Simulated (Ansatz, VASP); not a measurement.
**SnSe2 in VASP and in Ansatz**

The input POSCAR:

```
SnSe2
1.0
    3.8110000000      0.0000000000      0.0000000000
   -1.9055000000      3.3004228100      0.0000000000
    0.0000000000      0.0000000000      6.1360000000
Sn Se
1 2
Direct
    0.0000000000      0.0000000000      0.0000000000
    0.3333333300      0.6666666700      0.2490000000
    0.6666666700      0.3333333300      0.7510000000
```

The input INCAR.step1:

```
SYSTEM = SnSe2
ALGO = Normal
EDIFF = 1E-4
ENCUT = 600
GGA = PE
ISMEAR = -1
LASPH = .TRUE.
LCHARG = .FALSE.
LREAL = .FALSE.
LWAVE = .TRUE.
NELM = 100
PREC = Accurate
SIGMA = 0.02
```

File INCAR.step2:

```
SYSTEM = SnSe2
ALGO = Normal
EDIFF = 1E-6
EDIFFG = -0.01
ENCUT = 600
IBRION = 2
ISIF = 3
ISMEAR = -1
ISTART = 1
LASPH = .TRUE.
LCHARG = .FALSE.
LMIXTAU = .TRUE.
LREAL = .FALSE.
LWAVE = .FALSE.
METAGGA = R2SCAN
NELM = 100
NSW = 80
PREC = Accurate
SIGMA = 0.02
```

Contents of KPOINTS:

```
k-points
0
G
  12 12 4
  0 0 0
```

Input for Ansatz:

```yaml
crystal:
  lattice:
    - [3.811, 0.0, 0.0]
    - [-1.9055, 3.30042281, 0.0]
    - [0.0, 0.0, 6.136]
  atoms:
    - { symbol: Sn, position: [0.0, 0.0, 0.0] }
    - { symbol: Se, position: [0.33333333, 0.66666667, 0.249] }
    - { symbol: Se, position: [0.66666667, 0.33333333, 0.751] }
  symmetry: { tolerance: 0.0003 }
hamiltonian:
  xc: r2scan
  pseudopotentials: { kind: paw, azcp: { folder: soft_1 } }
basis:
  ecutwfc: 500
magnetization:
  spin_polarized: false
scf:
  occupations: { method: fermi_dirac, width: 0.02 }
kpoints:
  mp_grid: { grid: [12, 12, 4], shift: [0, 0, 0] }
output:
  forces: true
  stress: true
  eigenvalues: true
relax:
  max_steps: 60
  cell: {}
```

Alike in both runs: task relaxation of cell and atoms; functional r2SCAN; k mesh 12 × 12 × 4; occupations fermi-dirac, width 0.02 eV; no spin polarisation.

```csv
,VASP,Ansatz
version,VASP 6.6.1,Ansatz 0.2.0
potentials or method,"VASP PAW PBE potentials, release 64 (Sn_d, Se), cutoff 600 eV",PAW plane waves
valence electrons in the cell,26,46
```

```tsv
	VASP	Ansatz	Ansatz less VASP
gap on the k mesh at the Fermi level, each at its own relaxed structure (eV)	1.04	1.04	0.000
relaxed volume (Å³/atom)	27.89	27.78	-0.113
relaxed length of the cell vector where the two differ most in proportion (Å)	6.544	6.524	-0.0195
```

VASP's potentials were made for PBE, not for r2SCAN. VASP's potentials hold 26 valence electrons a cell and Ansatz's 46, so a difference there can come from the potentials and not from the codes.
